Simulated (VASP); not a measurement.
Si2Ni (fluorite type), 3 atoms in the cell. Symmetry: Fm-3m, No. 225, cubic system. The conventional cell has a = 4.828 Å, b = 4.828 Å, c = 4.828 Å, α = 90.00°, β = 90.00°, γ = 90.00°. Within 2.8 Å of Ni (site symmetry m-3m) lie 8 Si at 2.09 Å. Si (site symmetry -43m) has 4 Ni at 2.09 Å and 6 Si at 2.41 Å within 2.8 Å. 

| Quantity | Value |
| --- | --- |
| Program | VASP 6.6.1 |
| Task | single point |
| Functional | PBE |
| Potentials or basis | VASP PAW PBE potentials, release 64 (Ni, Si) |
| Cutoff | 520 eV |
| k mesh | 11 × 11 × 11 |
| Occupations | fermi-dirac, width 0.1 eV |
| Spin | no spin polarisation |
| Dipole correction | no |
| Further INCAR settings | ALGO = Normal; EDIFF = 1e-06; NBANDS = 16 |

Potentials or basis: VASP PAW PBE potentials, release 64 (Ni, Si).

Launch:

```sh
$ cat potpaw_PBE.64/Ni/POTCAR potpaw_PBE.64/Si/POTCAR > POTCAR
$ mpirun -np 1 vasp_std > vasp.out
```

Hardware: 1 thread of AMD EPYC 7R13 Processor (Zen 3), on a shared host.

Problem. Estimate the wall time of this run.

Solution. Run time: 24 s on 1 thread of AMD EPYC 7R13 Processor (Zen 3), on a shared host, peak memory 0.14 GiB. Counts: scf iterations 14, k points 56.
